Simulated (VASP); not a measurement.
Here is a VASP 6.6.1 calculation.

The input INCAR:

```
PREC = Accurate
ENCUT = 520
EDIFF = 1E-7
ISMEAR = 0
SIGMA = 0.05
LREAL = False
LASPH = True
NELM = 100
ALGO = Normal
ISIF = 2
LWAVE = False
LCHARG = False
GGA = PS
NBANDS = 11
```

Contents of KPOINTS:

```
Automatic mesh
0
Gamma
  15 15 15
```

Contents of POSCAR:

```
C
1.0
    1.2626367005      0.7289836389      3.1660346996
   -1.2626367005      0.7289836389      3.1660346996
    0.0000000000     -1.4579672778      3.1660346996
C
2
Direct
    0.1640000000      0.1640000000      0.1640000000
    0.8360000000      0.8360000000      0.8360000000
```

Potentials or basis: VASP PAW PBE potentials, release 64 (C).

The run is started by

```bash
$ cat potpaw_PBE.64/C/POTCAR > POTCAR
$ mpirun -np 1 vasp_std > vasp.out
```

(1) What does it give for the band gap on the k mesh?

(2) Predict the largest force.

Results:

(1) 0.83 eV, indirect (least direct gap 0.89 eV).

(2) 0.781 eV/Å.

Caveat: the PAW data sets were made with another functional, which shifts forces and pressure a little.
